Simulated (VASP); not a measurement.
The system is Al3B2As.

```
Al B As
1.0
     6.20605    0.00000    0.00000
    -3.10302    5.37460    0.00000
     0.00000    0.00000    2.60508
Al B As
3 2 1
Direct
  0.50000 0.00000 0.50000
  0.00000 0.50000 0.50000
  0.50000 0.50000 0.50000
  0.33333 0.66667 0.00000
  0.66667 0.33333 0.00000
  0.00000 0.00000 0.00000
```

The cell was generated, and may not be a known phase.

- Program: VASP 6.6.1
- Task: relaxation of cell and atoms
- Functional: PBE
- Potentials or basis: VASP PAW PBE potentials, release 64 (Al, B, As)
- Cutoff: 600 eV
- k mesh: 6 × 6 × 14
- Occupations: gaussian, width 0.1 eV
- Spin: no spin polarisation

At the start: pressure 0.1 GPa; volume 14.48 Å³/atom.

Problem. Where does the relaxation end?

Solution. Over 5 steps the energy falls by 5.5 meV/atom and the volume is 14.38 Å³/atom (-0.7 %); space group P6/mmm (No. 191, to 0.1 Å) before and after.

The path:
| step | energy change (eV) | largest force (eV/Å) | pressure (GPa) | volume (Å³) |
| --- | --- | --- | --- | --- |
| 1 | 0.0000 | 0.0000 | 0.11 | 86.89 |
| 2 | -0.0311 | 0.0000 | -0.83 | 86.99 |
| 3 | -0.0314 | 0.0000 | -0.76 | 86.98 |
| 4 | -0.0330 | 0.0000 | 0.16 | 86.15 |
| 5 | -0.0330 | 0.0000 | 0.00 | 86.30 |

Final structure:
```
CELL_PARAMETERS angstrom
6.13479 0.00000 0.00000
-3.06740 5.31289 0.00000
0.00000 0.00000 2.64775
ATOMIC_POSITIONS crystal
Al 0.50000 0.00000 0.50000
Al 0.00000 0.50000 0.50000
Al 0.50000 0.50000 0.50000
B 0.33333 0.66667 0.00000
B 0.66667 0.33333 0.00000
As 0.00000 0.00000 0.00000
```
